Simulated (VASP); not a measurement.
# V (Fm-3m) in VASP: notebook, part 2 of 3

VASP 6.6.1. Earlier steps stand in the parts before.

## (3) Single point, PBEsol (volume scaled by 1.04)

Contents of INCAR:

```
SYSTEM = V
ALGO = Normal
EDIFF = 1E-6
ENCUT = 520
GGA = PS
ISIF = 2
ISMEAR = -1
LASPH = .True.
LCHARG = .False.
LREAL = .False.
LWAVE = .False.
NBANDS = 12
NELM = 60
PREC = Accurate
SIGMA = 0.1
```

Contents of KPOINTS:

```
k-points
0
Gamma
  16 16 16
  0 0 0
```

Contents of POSCAR:

```
V
1.0
    0.0000000000      1.9105215247      1.9105215247
    1.9105215247      0.0000000000      1.9105215247
    1.9105215247      1.9105215247      0.0000000000
V
1
Direct
    0.0000000000      0.0000000000      0.0000000000
```

Potentials or basis: VASP PAW PBE potentials, release 64 (V_sv).

Run with:

```console
> cat potpaw_PBE.64/V_sv/POTCAR > POTCAR
> mpirun -np 1 vasp_std > vasp.out
```

OUTCAR:

```text
SYSTEM = V
   EDIFF = 1E-6
   ENCUT = 520
   GGA = PS
   ISIF = 2
   ISMEAR = -1
   LASPH = .True.
   LREAL = .False.
   NELM = 60
   PREC = Accurate

 ion  position               nearest neighbor table
   1  0.000  0.000  0.000-

  LATTYP: Found a face centered cubic cell.
 ALAT       =     3.8210430494

  Lattice vectors:

 A1 = (   0.0000000000,   1.9105215247,   1.9105215247)
 A2 = (   1.9105215247,   0.0000000000,   1.9105215247)
 A3 = (   1.9105215247,   1.9105215247,   0.0000000000)
[... 528 lines left out ...]
      3     -27.8642      2.00000
      4     -27.8473      2.00000
      5       3.0007      2.00000
      6       9.4109      1.18524
      7       9.7470      0.09617
      8       9.7681      0.07853
      9      11.1759      0.00000
     10      11.3500      0.00000
     11      27.2578      0.00000
     12      29.9280      0.00000

 [... further k-points ...]
[... 5 lines left out ...]
  --------------------------------------------------------------------------------------
  -------------------------------------------------------------------------------------
  Total       -0.5927698     -0.5927698     -0.5927698      0.0000000      0.0000000     -0.0000000
  in kB      -68.0943128    -68.0943128    -68.0943128      0.0000000      0.0000000     -0.0000000
  external PRESSURE =     -68.0943128 kB  Pullay stress =       0.0000000 kB

 VOLUME and BASIS-vectors are now :
 -----------------------------------------------------------------------------
  energy-cutoff  :      520.00
  volume of cell :       13.95
      direct lattice vectors                 reciprocal lattice vectors
     0.000000000  1.910521525  1.910521525    -0.261708645  0.261708645  0.261708645
     1.910521525  0.000000000  1.910521525     0.261708645 -0.261708645  0.261708645
     1.910521525  1.910521525  0.000000000     0.261708645  0.261708645 -0.261708645

 POSITION                                       TOTAL-FORCE (eV/Angst)
 -----------------------------------------------------------------------------------
      0.00000      0.00000      0.00000         0.000000      0.000000      0.000000
 -----------------------------------------------------------------------------------
    total drift:                                0.000000      0.000000      0.000000

  FREE ENERGIE OF THE ION-ELECTRON SYSTEM (eV)
  ---------------------------------------------------
  free  energy   TOTEN  =        -9.3866942185 eV

  energy  without entropy=       -9.3277396510  energy(sigma->0) =       -9.35721693
```

OSZICAR:

```text
N       E                     dE             d eps       ncg     rms          rms(c)
DAV:   1     0.926167249989E+02    0.92617E+02   -0.70433E+03  3484   0.118E+03
DAV:   2    -0.964739132333E+01   -0.10226E+03   -0.99313E+02  3520   0.332E+02
DAV:   3    -0.109983032621E+02   -0.13509E+01   -0.13466E+01  3892   0.444E+01
DAV:   4    -0.110051577465E+02   -0.68545E-02   -0.68543E-02  3840   0.338E+00
DAV:   5    -0.110052396380E+02   -0.81892E-04   -0.81891E-04  3932   0.348E-01    0.182E+01
DAV:   6    -0.941935837486E+01    0.15859E+01   -0.37070E+00  3688   0.312E+01    0.138E+00
DAV:   7    -0.939801367821E+01    0.21345E-01   -0.59865E-02  3780   0.244E+00    0.807E-01
DAV:   8    -0.938665813550E+01    0.11356E-01   -0.58618E-03  3776   0.109E+00    0.694E-02
DAV:   9    -0.938668446687E+01   -0.26331E-04   -0.19105E-04  3656   0.210E-01    0.306E-02
DAV:  10    -0.938669433758E+01   -0.98707E-05   -0.76771E-06  3948   0.401E-02    0.777E-03
DAV:  11    -0.938669421854E+01    0.11904E-06   -0.19942E-06  3560   0.228E-02
   1 F= -.93866942E+01 E0= -.93572169E+01  d E =-.589546E-01
```

stdout:

```text
POSCAR found type information on POSCAR V
 POSCAR found :  1 types and       1 ions
 scaLAPACK will be used
 -----------------------------------------------------------------------------
|                                                                             |
|                                                                             |
|     You enforced a specific xc type in the INCAR file but a different       |
|     I HOPE YOU KNOW WHAT YOU ARE DOING!                                     |
|                                                                             |
 -----------------------------------------------------------------------------

 LDA part: xc-table for (Slater+PW92), standard interpolation
 POSCAR, INCAR and KPOINTS ok, starting setup
 FFT: planning ... GRIDC
 FFT: planning ... GRID_SOFT
 FFT: planning ... GRID
 WAVECAR not read
 entering main loop
```

It took 7.5 s on 1 thread of Intel Xeon 6975P-C (Granite Rapids), shared host; peak memory 0.14 GiB.

Results:

```yaml
Free_energy: -9.3867 eV
Pressure: -6.8 GPa
```

Caveat: the PAW data sets were made with another functional, which shifts forces and pressure a little.

## (4) Single point, PBEsol (volume scaled by 1.08)

Contents of INCAR:

```
SYSTEM = V
PREC     = Accurate       ! precision mode
ENCUT    = 520            ! plane-wave cutoff, eV
EDIFF    = 1E-6           ! SCF threshold, eV
ISMEAR   = -1             ! smearing method
SIGMA    = 0.1            ! smearing width, eV
LREAL    = .False.        ! projectors in reciprocal space
LASPH    = .True.         ! aspherical terms in the spheres
NELM     = 80             ! most SCF steps
ALGO     = Normal         ! electronic algorithm
ISIF     = 2              ! what is computed and relaxed
LWAVE    = .False.        ! write WAVECAR
LCHARG   = .False.        ! write CHGCAR
GGA      = PS             ! functional
NBANDS   = 12             ! bands
```

Contents of KPOINTS:

```
regular mesh
0
Gamma
  16 16 16
  0 0 0
```

Contents of POSCAR:

```
V
1.0
    0.0000000000      1.9347079090      1.9347079090
    1.9347079090      0.0000000000      1.9347079090
    1.9347079090      1.9347079090      0.0000000000
V
1
Direct
    0.0000000000      0.0000000000      0.0000000000
```

Potentials or basis: VASP PAW PBE potentials, release 64 (V_sv).

Run with:

```console
> cat potpaw_PBE.64/V_sv/POTCAR > POTCAR
> mpirun -np 1 vasp_std > vasp.out
```

OUTCAR:

```text
SYSTEM = V
   PREC = Accurate
   ENCUT = 520
   EDIFF = 1E-6
   ISMEAR = -1
   LREAL = .False.
   LASPH = .True.
   NELM = 80
   ISIF = 2
   GGA = PS

 ion  position               nearest neighbor table
   1  0.000  0.000  0.000-

  LATTYP: Found a face centered cubic cell.
 ALAT       =     3.8694158180

  Lattice vectors:

 A1 = (   0.0000000000,   1.9347079090,   1.9347079090)
 A2 = (   1.9347079090,   0.0000000000,   1.9347079090)
 A3 = (   1.9347079090,   1.9347079090,   0.0000000000)

Analysis of symmetry for initial positions (statically):
=====================================================================
 Subroutine PRICEL returns:
 Original cell was already a primitive cell.

 Routine SETGRP: Setting up the symmetry group for a
 face centered cubic supercell.

 Subroutine GETGRP returns: Found 48 space group operations
 (whereof 48 operations were pure point group operations)
 out of a pool of 48 trial point group operations.

The static configuration has the point symmetry O_h .

Analysis of symmetry for dynamics (positions and initial velocities):
=====================================================================
 Subroutine PRICEL returns:
 Original cell was already a primitive cell.

 Routine SETGRP: Setting up the symmetry group for a
 face centered cubic supercell.

 Subroutine GETGRP returns: Found 48 space group operations
 (whereof 48 operations were pure point group operations)
 out of a pool of 48 trial point group operations.

The dynamic configuration has the point symmetry O_h .

 Subroutine INISYM returns: Found 48 space group operations
 (whereof 48 operations are pure point group operations),
 and found     1 'primitive' translations

----------------------------------------------------------------------------------------

[... 108 lines left out ...]
   IMIX   =      4    mixing-type and parameters
     AMIX     =   0.40;   BMIX     =  1.00
     AMIX_MAG =   1.60;   BMIX_MAG =  1.00
  volume/ion in A,a.u.               =      14.48        97.74
  Fermi-wavevector in a.u.,A,eV,Ry     =   1.579176  2.984210 33.930167  2.493797
  Thomas-Fermi vector in A             =   2.679595
   LORBIT       =      0    0 simple, 1 ext, 2 COOP (PROOUT), +10 PAW based schemes
   GGA     = PS    functional components
   LHFCALC =     F    Hartree Fock is set to
   AEXX    =    0.0000 exact exchange contribution
   IVDW    =     0    specifies the selected vdW correction
   LEPSILON=     F    determine dielectric tensor
   LRPA    =     F    only Hartree local field effects (RPA)
 non-spin polarized calculation
  energy-cutoff  :      520.00
  volume of cell :       14.48
 maximum number of plane-waves:       399
   NGX = 11   NGY = 11   NGZ = 11

 number of electron      12.9999992 magnetization

 Free energy of the ion-electron system (eV)
  ---------------------------------------------------
  ext. energy  EPLUGINS =         0.00000000
  ---------------------------------------------------
  free energy    TOTEN  =        -9.35449590 eV

  energy without entropy =       -9.29325026  energy(sigma->0) =       -9.32387308

 E-fermi :   8.9846     XC(G=0): -12.6656

 val. band max:        8.9841046594   @ k =   0.3750   0.2500   0.1250
 cond. band min:       8.9902928320   @ k =  -0.4375   0.1875   0.0625
 fundamental gap:      0.0061881726
 Fermi energy:         8.9845656399

 k-point     1 :       0.0000    0.0000    0.0000
  band No.  band energies     occupation
      1     -54.8795      2.00000
      2     -28.3931      2.00000
      3     -28.3931      2.00000
      4     -28.3931      2.00000
      5       2.2617      2.00000
      6       9.1622      0.28956
      7       9.1622      0.28956
      8       9.1622      0.28956
      9      10.7847      0.00000
     10      10.7847      0.00000
     11      26.3883      0.00000
     12      31.2627      0.00000
[... 331 lines left out ...]
 k-point    24 :      -0.0625    0.0625    0.0000
  band No.  band energies     occupation
      1     -54.8657      2.00000
      2     -28.4611      2.00000
      3     -28.4128      2.00000
      4     -28.3978      2.00000
      5       2.6311      2.00000
      6       8.9624      1.11050
      7       9.2808      0.09830
      8       9.3003      0.08161
      9      10.6350      0.00000
     10      10.7990      0.00000
     11      26.5253      0.00000
     12      29.0540      0.00000

 [... further k-points ...]
[... 5 lines left out ...]
  --------------------------------------------------------------------------------------
  -------------------------------------------------------------------------------------
  Total       -1.1235759     -1.1235759     -1.1235759     -0.0000000      0.0000000     -0.0000000
  in kB     -124.2901681   -124.2901681   -124.2901681     -0.0000000      0.0000000     -0.0000000
  external PRESSURE =    -124.2901681 kB  Pullay stress =       0.0000000 kB

 VOLUME and BASIS-vectors are now :
 -----------------------------------------------------------------------------
  energy-cutoff  :      520.00
  volume of cell :       14.48
      direct lattice vectors                 reciprocal lattice vectors
     0.000000000  1.934707909  1.934707909    -0.258436944  0.258436944  0.258436944
     1.934707909  0.000000000  1.934707909     0.258436944 -0.258436944  0.258436944
     1.934707909  1.934707909  0.000000000     0.258436944  0.258436944 -0.258436944

 POSITION                                       TOTAL-FORCE (eV/Angst)
 -----------------------------------------------------------------------------------
      0.00000      0.00000      0.00000         0.000000     -0.000000      0.000000
 -----------------------------------------------------------------------------------
    total drift:                                0.000000      0.000000      0.000000

  FREE ENERGIE OF THE ION-ELECTRON SYSTEM (eV)
  ---------------------------------------------------
  free  energy   TOTEN  =        -9.3544959035 eV

  energy  without entropy=       -9.2932502582  energy(sigma->0) =       -9.32387308
```

stdout:

```text
POSCAR found type information on POSCAR V
 POSCAR found :  1 types and       1 ions
 scaLAPACK will be used
 -----------------------------------------------------------------------------
|                                                                             |
|                                                                             |
|     You enforced a specific xc type in the INCAR file but a different       |
|     I HOPE YOU KNOW WHAT YOU ARE DOING!                                     |
|                                                                             |
 -----------------------------------------------------------------------------

 LDA part: xc-table for (Slater+PW92), standard interpolation
 POSCAR, INCAR and KPOINTS ok, starting setup
 FFT: planning ... GRIDC
 FFT: planning ... GRID_SOFT
 FFT: planning ... GRID
 WAVECAR not read
 entering main loop
```

Run time: 8.3 s. Hardware: 1 thread of Intel Xeon 6975P-C (Granite Rapids), shared host; peak memory 0.14 GiB.

Results:

```
Free energy : -9.3545 eV
Pressure    : -12.4 GPa
```

Caveat: the PAW data sets were made with another functional, which shifts forces and pressure a little.

## (5) Single point, PBEsol (volume scaled by 1.12)

Contents of INCAR:

```
ALGO = Normal
EDIFF = 1E-6
ENCUT = 520
GGA = PS
ISIF = 2
ISMEAR = -1
LASPH = T
LCHARG = T
LELF = T
LREAL = F
LVHAR = T
LWAVE = F
NBANDS = 12
NELM = 60
PREC = Accurate
SIGMA = 0.1
```

Contents of KPOINTS:

```
k-points
0
Gamma
  16 16 16
```

Contents of POSCAR:

```
V
1.0
    0.0000000000      1.9583042334      1.9583042334
    1.9583042334      0.0000000000      1.9583042334
    1.9583042334      1.9583042334      0.0000000000
V
1
Direct
    0.0000000000      0.0000000000      0.0000000000
```

Potentials or basis: VASP PAW PBE potentials, release 64 (V_sv).

Run with:

```console
> cat potpaw_PBE.64/V_sv/POTCAR > POTCAR
> mpirun -np 1 vasp_std > vasp.out
```

OUTCAR:

```text
EDIFF = 1E-6
   ENCUT = 520
   GGA = PS
   ISIF = 2
   ISMEAR = -1
   LASPH = T
   LREAL = F
   NELM = 60
   PREC = Accurate

 ion  position               nearest neighbor table
   1  0.000  0.000  0.000-

  LATTYP: Found a face centered cubic cell.
 ALAT       =     3.9166084668

  Lattice vectors:

 A1 = (   0.0000000000,   1.9583042334,   1.9583042334)
 A2 = (   1.9583042334,   0.0000000000,   1.9583042334)
 A3 = (   1.9583042334,   1.9583042334,   0.0000000000)

[... 537 lines left out ...]
     12      28.2270      0.00000

 [... further k-points ...]

------------------------ aborting loop because EDIFF is reached ----------------------------------------

  FORCE on cell =-STRESS in cart. coord.  units (eV):
  Direction    XX          YY          ZZ          XY          YZ          ZX
  --------------------------------------------------------------------------------------
  -------------------------------------------------------------------------------------
  Total       -1.5996432     -1.5996432     -1.5996432      0.0000000      0.0000000     -0.0000000
  in kB     -170.6330750   -170.6330750   -170.6330750      0.0000000      0.0000000     -0.0000000
  external PRESSURE =    -170.6330750 kB  Pullay stress =       0.0000000 kB

 VOLUME and BASIS-vectors are now :
 -----------------------------------------------------------------------------
  energy-cutoff  :      520.00
  volume of cell :       15.02
      direct lattice vectors                 reciprocal lattice vectors
     0.000000000  1.958304233  1.958304233    -0.255322943  0.255322943  0.255322943
     1.958304233  0.000000000  1.958304233     0.255322943 -0.255322943  0.255322943
     1.958304233  1.958304233  0.000000000     0.255322943  0.255322943 -0.255322943

 POSITION                                       TOTAL-FORCE (eV/Angst)
 -----------------------------------------------------------------------------------
      0.00000      0.00000      0.00000        -0.000000      0.000000      0.000000
 -----------------------------------------------------------------------------------
    total drift:                               -0.000000      0.000000      0.000000

  FREE ENERGIE OF THE ION-ELECTRON SYSTEM (eV)
  ---------------------------------------------------
  free  energy   TOTEN  =        -9.3051001720 eV

  energy  without entropy=       -9.2414755601  energy(sigma->0) =       -9.27328787
```

OSZICAR:

```text
N       E                     dE             d eps       ncg     rms          rms(c)
DAV:   1     0.925089854362E+02    0.92509E+02   -0.70291E+03  3500   0.117E+03
DAV:   2    -0.965155850618E+01   -0.10216E+03   -0.99508E+02  3536   0.330E+02
DAV:   3    -0.110381805664E+02   -0.13866E+01   -0.13813E+01  3968   0.448E+01
DAV:   4    -0.110454470915E+02   -0.72665E-02   -0.72663E-02  3852   0.348E+00
DAV:   5    -0.110455383018E+02   -0.91210E-04   -0.91211E-04  3960   0.367E-01    0.166E+01
DAV:   6    -0.933589102515E+01    0.17096E+01   -0.42605E+00  3680   0.327E+01    0.146E+00
DAV:   7    -0.931708323687E+01    0.18808E-01   -0.73022E-02  3732   0.319E+00    0.765E-01
DAV:   8    -0.930511173969E+01    0.11971E-01   -0.62150E-03  3908   0.108E+00    0.126E-01
DAV:   9    -0.930509516033E+01    0.16579E-04   -0.65441E-04  3552   0.393E-01    0.399E-02
DAV:  10    -0.930510414806E+01   -0.89877E-05   -0.47247E-05  3992   0.112E-01    0.198E-02
DAV:  11    -0.930509997173E+01    0.41763E-05   -0.96904E-06  3652   0.472E-02    0.107E-03
DAV:  12    -0.930510017200E+01   -0.20027E-06   -0.11601E-07  1852   0.455E-03
   1 F= -.93051002E+01 E0= -.92732879E+01  d E =-.636246E-01
```

Run time: 9.7 s. Hardware: 1 thread of Intel Xeon 6975P-C (Granite Rapids), shared host; peak memory 0.14 GiB.

What came out:

| Property | Result |
| --- | --- |
| Free energy | -9.3051 eV |
| Pressure | -17.1 GPa |

Caveat: the PAW data sets were made with another functional, which shifts forces and pressure a little.

(Part 2 of 3 ends here.)
